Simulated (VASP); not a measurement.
# C (a cell with a defect) in VASP: a series of runs

C (a cell with a defect) is run at these levels: PBEsol; tasks: single point.

All numbers are computed with VASP 6.6.1; they aren't measurements. Logs are shortened: lines on timing, memory, paths and dates and some standing lists are left out, and cuts for length are marked.

### 1 The cell of the first run

The cell holds a defect, 63 atoms: a = 7.140 Å, b = 7.140 Å, c = 7.140 Å, α = 90.00°, β = 90.00°, γ = 90.00°.

### 2 Single point, PBEsol

Contents of INCAR:

```
ALGO = Normal ; EDIFF = 1E-6
ENCUT = 520 ; GGA = PS
GGA_COMPAT = F ; ISIF = 2
ISMEAR = 0 ; LASPH = T
LCHARG = T ; LELF = T
LREAL = Auto ; LVHAR = T
LWAVE = F ; NBANDS = 163
NELECT = 254.0 ; NELM = 120
PREC = Accurate ; SIGMA = 0.05
```

Contents of KPOINTS:

```
k-points
0
Gamma
  2 2 2
```

Contents of POSCAR:

```
C
1.0
    7.1400000000      0.0000000000      0.0000000000
    0.0000000000      7.1400000000      0.0000000000
    0.0000000000      0.0000000000      7.1400000000
C
63
Direct
    0.4996700280      0.0003892157      0.0004309524
    0.6257683473      0.1273023810      0.1239630252
    0.7500593838      0.2487724090     -0.0010401961
    0.8757971989      0.3748911765      0.1252610644
    0.7482271709      0.0017578431      0.2497656863
    0.8750745098      0.1249131653      0.3731952381
   -0.0015281513     -0.0021885154     -0.0025585434
    0.1245778711      0.1240214286      0.1233095238
    0.2505085434      0.2497740896      0.0000767507
    0.3766883754      0.3759900560      0.1262581232
    0.5021135854      0.5013914566      0.0028168067
    0.6279110644      0.6274879552      0.1290379552
    0.7510614846      0.7503567227      0.0007070028
    0.8751266106      0.8745124650      0.1260429972
    0.2508620448      0.0003896359      0.2492383754
    0.3743914566      0.1273036415      0.3753393557
    0.5021658263      0.2526294118      0.2517355742
    0.6283560224      0.3790302521      0.3779261905
    0.7551561625      0.5062431373      0.2563051821
    0.8916514006      0.6232547619      0.3724323529
    0.5001932773      0.0017595238      0.4977973389
    0.6236268908      0.1249140056      0.6246438375
    0.7511165266      0.2501689076      0.5006866947
    0.8750885154      0.3758864146      0.6246595238
    0.7439441176     -0.0076477591      0.7433044818
    0.8726259104      0.1197254902      0.8700064426
    0.0010787115      0.4990025210      0.0006787115
    0.1280103641      0.6252085434      0.1238927171
    0.2491116246      0.7495450980     -0.0013182073
    0.3749037815      0.8749843137      0.1244733894
    0.0008795518      0.2500861345      0.2495096639
    0.1278016807      0.3737780112      0.3753369748
    0.2532484594      0.5013914566      0.2516815126
    0.3794694678      0.6274865546      0.3774792717
    0.5055833333      0.7549658263      0.2551535014
    0.6205760504      0.8899668067      0.3701500000
   -0.0062644258     -0.0076483193      0.4935135854
    0.1204361345      0.1197264706      0.6221976190
    0.2493883754      0.2487719888      0.4996298319
    0.3756914566      0.3748910364      0.6253656863
    0.5067296919      0.5062387955      0.5047292717
    0.6228542017      0.6232485994      0.6412207283
    0.8518532213      0.8468985994      0.6014099440
    0.2478712885     -0.0021887955      0.7480420168
    0.3737406162      0.1240210084      0.8741473389
    0.4999401961      0.2500857143      0.7504485994
    0.6257663866      0.3737781513      0.8773731092
    0.7487204482      0.4996002801      0.7526763305
    0.8754054622      0.6225600840      0.8759710084
    0.0032117647      0.7478138655      0.2495642857
    0.1262837535      0.8747253501      0.3729795518
    0.0031088235      0.4996002801      0.4982906162
    0.1264053221      0.6225599440      0.6249745098
    0.2511371148      0.7503572829      0.5006305322
    0.3764743697      0.8745126050      0.6246962185
   -0.0014436975      0.2471596639      0.7481261905
    0.1247186275      0.3730393557      0.8742885154
    0.2511093838      0.4990032213      0.7506483193
    0.3743224090      0.6252084034      0.8775799720
    0.4999921569      0.7478134454      0.7527816527
    0.6234103641      0.8747235294      0.8758501401
   -0.0059623249      0.7429680672      0.7436053221
    0.1203347339      0.8718208683      0.8699040616
```

Potentials or basis: VASP PAW PBE potentials, release 64 (C).

Started as:

```console
> cat potpaw_PBE.64/C/POTCAR > POTCAR
> mpirun -np 1 vasp_std > vasp.out
```

OUTCAR:

```text
EDIFF = 1E-6
   ENCUT = 520
   GGA = PS
   ISIF = 2
   ISMEAR = 0
   LASPH = T
   LREAL = Auto
   NELECT = 254.0
   NELM = 120
   PREC = Accurate

 ion  position               nearest neighbor table
   1  0.500  0.000  0.000-  61 1.54  30 1.54  45 1.55   2 1.55
   2  0.626  0.127  0.124-   3 1.53   5 1.54   1 1.55  17 1.55
   3  0.750  0.249  0.999-   2 1.53  47 1.53   4 1.56  26 1.57
   4  0.876  0.375  0.125-  27 1.54  31 1.54   3 1.56  19 1.58
   5  0.748  0.002  0.250-  36 1.49   6 1.54   2 1.54  14 1.56
   6  0.875  0.125  0.373-  37 1.53   5 1.54  31 1.54  23 1.55
[... 55 lines left out ...]
  62  0.994  0.743  0.744-  49 1.53  53 1.53  63 1.57  43 1.62
  63  0.120  0.872  0.870-  44 1.55   7 1.55  29 1.57  62 1.57

  LATTYP: Found a simple cubic cell.
 ALAT       =     7.1400000000

  Lattice vectors:

 A1 = (   7.1400000000,   0.0000000000,   0.0000000000)
 A2 = (   0.0000000000,   7.1400000000,   0.0000000000)
 A3 = (   0.0000000000,   0.0000000000,   7.1400000000)

Analysis of symmetry for initial positions (statically):
=====================================================================
 Subroutine PRICEL returns:
 Original cell was already a primitive cell.

 Routine SETGRP: Setting up the symmetry group for a
 simple cubic supercell.

 Subroutine GETGRP returns: Found  1 space group operations
 (whereof  1 operations were pure point group operations)
 out of a pool of 48 trial point group operations.

The static configuration has the point symmetry C_1 .

Analysis of symmetry for dynamics (positions and initial velocities):
=====================================================================
 Subroutine PRICEL returns:
 Original cell was already a primitive cell.

 Routine SETGRP: Setting up the symmetry group for a
 simple cubic supercell.

 Subroutine GETGRP returns: Found  1 space group operations
 (whereof  1 operations were pure point group operations)
 out of a pool of 48 trial point group operations.

The dynamic configuration has the point symmetry C_1 .

 Subroutine INISYM returns: Found  1 space group operations
 (whereof  1 operations are pure point group operations),
 and found     1 'primitive' translations

----------------------------------------------------------------------------------------

                                     Primitive cell

  volume of cell :     363.9943

  direct lattice vectors                    reciprocal lattice vectors
     7.140000000  0.000000000  0.000000000     0.140056022  0.000000000  0.000000000
[... 200 lines left out ...]
   TEBEG  =    0.0;   TEEND  =   0.0 temperature during run
   PSTRESS=    0.0 pullay stress
   NELECT =     254.0000    total number of electrons
   NUPDOWN=      -1.0000    fix difference up-down
   EMIN   =  10.00;   EMAX   =-10.00  energy-range for DOS
   EFERMI =   0.00;   METHOD = LEGACY
   ISMEAR =     0;   SIGMA  =   0.05  broadening in eV -4-tet -1-fermi 0-gaus
   EFERMI_NEDOS =   21; number of points for ismear=-14 and -15
   IALGO  =     38    algorithm
   IMIX   =      4    mixing-type and parameters
     AMIX     =   0.40;   BMIX     =  1.00
     AMIX_MAG =   1.60;   BMIX_MAG =  1.00
  volume/ion in A,a.u.               =       5.78        38.99
  Fermi-wavevector in a.u.,A,eV,Ry     =   1.452071  2.744016 28.688024  2.108510
  Thomas-Fermi vector in A             =   2.569495
   LORBIT       =      0    0 simple, 1 ext, 2 COOP (PROOUT), +10 PAW based schemes
   GGA     = PS    functional components
   LHFCALC =     F    Hartree Fock is set to
   AEXX    =    0.0000 exact exchange contribution
   IVDW    =     0    specifies the selected vdW correction
   LEPSILON=     F    determine dielectric tensor
   LRPA    =     F    only Hartree local field effects (RPA)
 non-spin polarized calculation
 Gauss-broadening in eV      SIGMA  =   0.05
  energy-cutoff  :      520.00
  volume of cell :      363.99
 maximum number of plane-waves:      9808
 NGX is ok and might be reduce to    54
   NGX = 27   NGY = 27   NGZ = 27

 number of electron     253.9999995 magnetization

 Free energy of the ion-electron system (eV)
  ---------------------------------------------------
  ext. energy  EPLUGINS =         0.00000000
  ---------------------------------------------------
  free energy    TOTEN  =      -575.76464384 eV

  energy without entropy =     -575.75546869  energy(sigma->0) =     -575.76005626

 E-fermi :  11.9529     XC(G=0): -13.3831

 val. band max:       11.9475851586   @ k =   0.0000   0.0000   0.0000
 cond. band min:      11.9732440988   @ k =   0.0000   0.5000   0.0000
 fundamental gap:      0.0256589402
 Fermi energy:        11.9528798813

 k-point     1 :       0.0000    0.0000    0.0000
  band No.  band energies     occupation
      1     -12.0572      2.00000
      2      -9.8789      2.00000
      3      -9.8775      2.00000
      4      -9.8138      2.00000
      5      -9.8109      2.00000
      6      -9.7129      2.00000
[... 1125 lines left out ...]
    138      15.2600      0.00000
    139      15.2705      0.00000
 [bands above 139 left out]

------------------------ aborting loop because EDIFF is reached ----------------------------------------

  FORCE on cell =-STRESS in cart. coord.  units (eV):
  Direction    XX          YY          ZZ          XY          YZ          ZX
  --------------------------------------------------------------------------------------
  -------------------------------------------------------------------------------------
  Total       16.0822856     12.7808520     16.0556194    -10.1751965    -10.1925581     -9.0797939
  in kB       70.7886644     56.2568942     70.6712889    -44.7876991    -44.8641188    -39.9661155
  external PRESSURE =      65.9056158 kB  Pullay stress =       0.0000000 kB

 VOLUME and BASIS-vectors are now :
 -----------------------------------------------------------------------------
  energy-cutoff  :      520.00
  volume of cell :      363.99
      direct lattice vectors                 reciprocal lattice vectors
     7.140000000  0.000000000  0.000000000     0.140056022  0.000000000  0.000000000
     0.000000000  7.140000000  0.000000000     0.000000000  0.140056022  0.000000000
     0.000000000  0.000000000  7.140000000     0.000000000  0.000000000  0.140056022

 POSITION                                       TOTAL-FORCE (eV/Angst)
 -----------------------------------------------------------------------------------
      3.56764      0.00278      0.00308        -0.007126     -0.040359     -0.065624
      4.46799      0.90894      0.88510         0.119704      0.013331     -0.047309
      5.35542      1.77624      7.13257        -0.186968     -0.029373     -0.035641
      6.25319      2.67672      0.89436         0.069235     -0.058659     -0.061659
      5.34234      0.01255      1.78333        -0.175067     -0.003480      0.024622
      6.24803      0.89188      2.66461        -0.057473     -0.034708     -0.041532
[... 55 lines left out ...]
      7.09743      5.30479      5.30934        -0.253797      0.252692     -0.251468
      0.85919      6.22480      6.21111         0.220535      0.211209      0.217803
 -----------------------------------------------------------------------------------
    total drift:                               -0.010884      0.024900     -0.020448

  FREE ENERGIE OF THE ION-ELECTRON SYSTEM (eV)
  ---------------------------------------------------
  free  energy   TOTEN  =      -575.7646438373 eV

  energy  without entropy=     -575.7554686915  energy(sigma->0) =     -575.76005626
```

Run time: 20 min. Hardware: 1 thread of AMD EPYC 7R43 (Zen 3), shared host; peak memory 0.53 GiB.

Results:

```
Free energy   : -575.7646 eV
Largest force : 2.746 eV/Å
```

Forces on the atoms (eV/Å):
```
C   -0.007 -0.040 -0.066
C    0.120  0.013 -0.047
C   -0.187 -0.029 -0.036
C    0.069 -0.059 -0.062
C   -0.175 -0.003  0.025
C   -0.057 -0.035 -0.042
C   -0.040 -0.034 -0.028
C    0.061  0.050  0.042
C   -0.056 -0.055 -0.060
C    0.055  0.048  0.046
C   -0.097 -0.078 -0.006
C    0.023  0.038  0.009
C   -0.019 -0.018  0.103
C   -0.019 -0.039 -0.116
C   -0.060 -0.039 -0.013
C   -0.044  0.013  0.125
C   -0.078  0.006 -0.082
C    0.012  0.024  0.010
C   -0.138 -0.113 -0.127
C    0.010 -0.330 -0.252
C    0.025 -0.006 -0.163
C   -0.045 -0.046 -0.063
C   -0.016  0.102 -0.021
C   -0.007 -0.113 -0.018
C    0.301 -0.291 -0.255
C    0.188  0.180  0.185
C   -0.036  0.008 -0.064
C    0.008  0.080 -0.043
C   -0.039 -0.188 -0.033
C   -0.079  0.108 -0.086
C   -0.048 -0.069 -0.011
C    0.007 -0.040  0.116
C   -0.010 -0.076 -0.104
C    0.007  0.033  0.017
C   -0.150 -0.199 -0.152
C   -0.245  0.034 -0.245
C   -0.262 -0.283  0.294
C    0.187  0.174  0.189
C   -0.040 -0.028 -0.184
C   -0.061 -0.059  0.068
C   -0.125 -0.110 -0.124
C   -0.251 -0.332  0.009
C    1.566  1.624  1.567
C   -0.030 -0.033 -0.037
C    0.047  0.060  0.076
C   -0.011 -0.068 -0.036
C    0.115 -0.042  0.013
C   -0.157  0.071 -0.013
C   -0.037 -0.055  0.012
C    0.044 -0.072  0.003
C   -0.020 -0.077 -0.062
C   -0.015  0.069 -0.162
C    0.000 -0.061 -0.049
C    0.108 -0.017 -0.024
C   -0.118 -0.037 -0.025
C   -0.050 -0.017 -0.047
C    0.067  0.037  0.071
C   -0.053  0.005 -0.026
C   -0.041  0.080  0.012
C    0.005 -0.065  0.034
C   -0.068 -0.063 -0.008
C   -0.254  0.253 -0.251
C    0.221  0.211  0.218
```

Caveat: the k points lie up to 0.44 Å⁻¹ apart; the cell carries a net charge on a neutralising background, which shifts energy and pressure; the cell is charged against a uniform background, so pressure and absolute levels hang on convention; the PAW data sets were made with another functional, which shifts forces and pressure a little.

### 3 Single point, PBEsol

Contents of INCAR:

```
ALGO     = Normal         # electronic algorithm
EDIFF    = 1E-6           # SCF threshold, eV
ENCUT    = 520            # plane-wave cutoff, eV
GGA      = PS             # functional
GGA_COMPAT= False        
ISIF     = 2              # what is computed and relaxed
ISMEAR   = 0              # smearing method
LASPH    = True           # aspherical terms in the spheres
LCHARG   = False          # write CHGCAR
LREAL    = Auto         
LWAVE    = False          # write WAVECAR
NBANDS   = 163            # bands
NELECT   = 254.0        
NELM     = 120            # most SCF steps
PREC     = Accurate       # precision mode
SIGMA    = 0.05           # smearing width, eV
```

KPOINTS is that of step 2.

Contents of POSCAR:

```
C
1.0
    7.1400000000      0.0000000000      0.0000000000
    0.0000000000      7.1400000000      0.0000000000
    0.0000000000      0.0000000000      7.1400000000
C
63
Direct
    0.4977579832     -0.0009429972      0.0014229692
    0.6243882353      0.1259086835      0.1241757703
    0.7499016807      0.2509089636      0.0004935574
    0.8755126050      0.3760065826      0.1264728291
    0.7502655462      0.0026361345      0.2479476190
    0.8763868347      0.1243141457      0.3726051821
   -0.0010722689     -0.0018721289     -0.0028414566
    0.1242194678      0.1238796919      0.1232602241
    0.2489687675      0.2486732493     -0.0009500000
    0.3751598039      0.3749441176      0.1252305322
    0.5010235294      0.5005725490      0.0014501401
    0.6270969188      0.6267606443      0.1271843137
    0.7506787115      0.7503906162     -0.0007373950
    0.8751600840      0.8749726891      0.1235100840
    0.2515838936     -0.0008016807      0.2482309524
    0.3745969188      0.1251834734      0.3750802521
    0.5003042017      0.2510950980      0.2505876751
    0.6264299720      0.3769453782      0.3766983193
    0.7521403361      0.5036004202      0.2534217087
    0.8789204482      0.6333077031      0.3799819328
    0.5000565826      0.0018119048      0.5008173669
    0.6241299720      0.1242119048      0.6275057423
    0.7503843137      0.2491883754      0.5004984594
    0.8744697479      0.3749264706      0.6244915966
    0.7366953782      0.0036679272      0.7574778711
    0.8709107843      0.1201408964      0.8711301120
   -0.0004316527      0.4975007003      0.0011128852
    0.1262467787      0.6240324930      0.1247274510
    0.2525362745      0.7496750700      0.0021747899
    0.3770319328      0.8749971989      0.1271537815
   -0.0002717087      0.2510759104      0.2485471989
    0.1249879552      0.3751936975      0.3754389356
    0.2513390756      0.5002075630      0.2509295518
    0.3772666667      0.6263302521      0.3769259104
    0.5037661064      0.7521796919      0.2534854342
    0.6312015406      0.8799061625      0.3791969188
    0.0018687675     -0.0011362745      0.4848722689
    0.1180296919      0.1172375350      0.6215984594
    0.2487414566      0.2487920168      0.5000686275
    0.3751680672      0.3748211485      0.6260288515
    0.5028798319      0.5028021008      0.5020707283
    0.6313907563      0.6326826331      0.6276833333
    0.7626168067      0.7694401961      0.5045019608
    0.2467121849     -0.0028873950      0.7485641457
    0.3727680672      0.1234994398      0.8740198880
    0.4981462185      0.2508063025      0.7499950980
    0.6251358543      0.3756711485      0.8753260504
    0.7510855742      0.5016043417      0.7506886555
    0.8781921569      0.6250047619      0.8748950980
    0.0024385154      0.7500550420      0.2481900560
    0.1254004202      0.8760114846      0.3722116246
    0.0010775910      0.5016903361      0.5013942577
    0.1248617647      0.6251962185      0.6282880952
    0.2496551821      0.7500915966      0.5004911765
    0.3745352941      0.8745095238      0.6247229692
   -0.0030572829      0.2456920168      0.7475948179
    0.1235540616      0.3720815126      0.8737361345
    0.2510198880      0.4975754902      0.7499876751
    0.3756469188      0.6244093838      0.8758694678
    0.5002245098      0.7503229692      0.7512186275
    0.6235357143      0.8770690476      0.8753246499
    0.0094827731      0.7391565826      0.7604344538
    0.1232864146      0.8703228291      0.8735007003
```

Potentials or basis: VASP PAW PBE potentials, release 64 (C).

Started as:

```console
> cat potpaw_PBE.64/C/POTCAR > POTCAR
> mpirun -np 1 vasp_std > vasp.out
```

Run time: 12 min. Hardware: 1 thread of AMD EPYC 7R13 (Zen 3), shared host; peak memory 0.54 GiB.

It converged, with:

* Free energy: -576.2923 eV
* Largest force: 2.604 eV/Å

Forces on the atoms (eV/Å):
```
C    0.010  0.021  0.042
C    0.023 -0.019  0.053
C    0.049  0.059  0.045
C   -0.015  0.004 -0.002
C    0.034 -0.096  0.072
C    0.048 -0.103  0.166
C    0.037  0.051  0.073
C    0.003  0.009  0.042
C    0.016  0.021  0.015
C   -0.001  0.009 -0.015
C   -0.001  0.000 -0.046
C   -0.041 -0.024 -0.060
C   -0.020 -0.009  0.036
C    0.029  0.031  0.046
C    0.027  0.004 -0.001
C    0.043 -0.006  0.022
C    0.012 -0.010  0.017
C    0.009 -0.048 -0.005
C   -0.010 -0.117 -0.110
C   -0.292 -0.077 -0.059
C    0.033 -0.085  0.013
C    0.162 -0.121 -0.012
C    0.035 -0.058  0.021
C    0.058  0.007  0.043
C    0.127  0.140  0.405
C    0.037  0.079  0.131
C    0.016  0.043  0.030
C   -0.031  0.039  0.040
C    0.032  0.061  0.028
C   -0.040  0.003 -0.046
C   -0.010 -0.001  0.034
C   -0.016  0.045  0.025
C   -0.022  0.008  0.010
C   -0.043  0.000 -0.029
C   -0.185  0.009 -0.188
C   -0.258 -0.305 -0.216
C    0.549  0.363  0.140
C    0.151  0.119 -0.015
C    0.105  0.102  0.044
C    0.075  0.081 -0.040
C   -0.003 -0.010 -0.037
C    0.232  0.247 -0.328
C   -1.631 -1.741 -1.045
C    0.062  0.056  0.025
C    0.040  0.021  0.017
C    0.065  0.002 -0.005
C    0.023  0.053 -0.042
C    0.108  0.076 -0.047
C    0.003  0.112  0.026
C   -0.079  0.064  0.080
C    0.002  0.048  0.110
C   -0.064  0.038  0.042
C   -0.063  0.163 -0.028
C   -0.005  0.015 -0.007
C    0.020  0.045  0.030
C    0.043  0.036  0.027
C    0.019  0.036  0.016
C    0.016  0.057  0.006
C    0.052  0.028 -0.042
C    0.074  0.106 -0.044
C    0.061  0.026  0.079
C    0.186  0.219  0.297
C    0.103  0.068  0.128
```

Levels at points of the mesh, in eV from the Fermi level:
```csv
k point,band 125,band 126,band 127,band 128,band 129,band 130
"(0.00, 0.00, 0.00)",-2.89,-0.07,0.12,0.29,1.77,1.79
"(0.50, 0.00, 0.00)",-3.37,-0.45,-0.29,0.06,1.59,1.64
"(0.00, 0.50, 0.00)",-3.37,-0.38,-0.26,-0.07,1.62,1.65
"(0.00, 0.00, 0.50)",-3.37,-0.59,-0.15,0.07,1.56,1.62
"(0.50, 0.50, 0.00)",-3.25,-0.77,-0.05,0.16,2.97,2.99
"(0.00, 0.50, 0.50)",-3.24,-0.62,-0.20,0.15,2.97,2.99
"(0.50, 0.00, 0.50)",-3.20,-0.45,-0.25,0.01,2.98,3.00
"(0.50, 0.50, 0.50)",-4.12,-0.23,-0.01,0.17,3.23,3.25
```

Caveat: the k points lie up to 0.44 Å⁻¹ apart; the cell carries a net charge on a neutralising background, which shifts energy and pressure; the cell is charged against a uniform background, so pressure and absolute levels hang on convention; the PAW data sets were made with another functional, which shifts forces and pressure a little.
